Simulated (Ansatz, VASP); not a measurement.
# Two plane-wave programs on Ge

```
Ge
1.0
     3.99697    0.00000    0.00000
    -1.99848    3.46148    0.00000
     0.00000    0.00000   22.42634
Ge
6
Direct
  0.33333 0.66667 0.33443
  0.66667 0.33333 0.37144
  0.66667 0.33333 0.48150
  0.33333 0.66667 0.51850
  0.33333 0.66667 0.62856
  0.66667 0.33333 0.66557
```

Alike in both runs: task single point; functional r2SCAN; k mesh 9 × 9 × 1; occupations gaussian, width 0.1 eV; no spin polarisation.

```csv
,VASP,Ansatz
version,VASP 6.6.1,Ansatz 0.2.0
potentials or method,"VASP PAW PBE potentials, release 64 (Ge_d), cutoff 520 eV","scalar-relativistic, plane waves, PAW"
valence electrons in the cell,84,84
```

Ansatz gave:

```
gap on the k mesh at the Fermi level (eV) : none
rms of the force components (eV/Å)        : 0.178
```

Task: Estimate VASP's values.

Result: gap on the k mesh at the Fermi level (eV): none; rms of the force components (eV/Å): 0.171.

VASP's potentials were made for PBE, not for r2SCAN. Atom by atom the forces differ by 0.007 eV/Å (rms over components). A gap of «none» marks a metal or a gap that the smearing closes. Ansatz's warnings: xc potential rough in thin density.
